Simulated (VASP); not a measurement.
Runs of VASP 6.6.1 on Zr2O. The structure is that of space group Pn-3m (No. 224), or close to it. The cells are those of the table. 

```csv
cell,gap on the mesh (eV),pressure (GPa)
"a = 4.944, b = 4.944, c = 4.800 Å, 6 atoms",none,-7.3
"a = 4.944 Å, 6 atoms",none,-10.3
"a = 4.872, b = 4.872, c = 4.800 Å, 6 atoms",none,(b)
"a = 4.656, b = 4.656, c = 4.728 Å, 6 atoms",none,(a)
"a = 4.728 Å, 6 atoms",none,7.4
```

Alike in all rows: task single point; level PBEsol; potentials or basis VASP PAW PBE potentials, release 64 (Zr_sv, O); no spin polarisation; k mesh 10 × 10 × 10; cutoff (eV) 520; smearing gaussian 0.15 eV.

Q: Estimate the missing entries.

A: (a) 12.9; (b) -3.8.

Caveats: the PAW data sets were made with another functional, which shifts forces and pressure a little.

A k mesh can miss the band edges, and the runs leave out spin-orbit coupling on Zr.

A gap of «none» marks levels without a gap at the run's occupations.
